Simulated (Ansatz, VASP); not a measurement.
# One calculation of MoS2, two programs

```
Mo S
1.0
     1.60636    0.92743    6.19547
    -1.60636    0.92743    6.19547
     0.00000   -1.85487    6.19547
Mo S
1 2
Direct
  0.00000 0.00000 0.00000
  0.25000 0.25000 0.25000
  0.75000 0.75000 0.75000
```

Change from the starting cell: volume scaled by 1.04.

Alike in both runs: task single point; functional PBE; k mesh 10 × 10 × 10; occupations fermi-dirac, width 0.05 eV; no spin polarisation.

```csv
,VASP,Ansatz
version,VASP 6.6.1,Ansatz 0.2.0
potentials or method,"VASP PAW PBE potentials, release 64 (Mo_sv, S), cutoff 520 eV","all-electron LAPW, scalar-relativistic"
```

Ansatz gave:

* gap on the k mesh at the Fermi level (eV): none
* pressure (GPa): 1.9
* traceless stress, the component that is largest in VASP (GPa): 2.28
* rms of the force components (eV/Å): 0.158

Q: What did VASP give for the same quantities?

A: gap on the k mesh at the Fermi level (eV): none; pressure (GPa): 1.8; traceless stress, the component that is largest in VASP (GPa): 2.29; rms of the force components (eV/Å): 0.153.

Atom by atom the forces differ by 0.004 eV/Å (rms over components). A gap of «none» marks a metal or a gap that the smearing closes. Ansatz ran all-electron here, and VASP with PAW potentials.
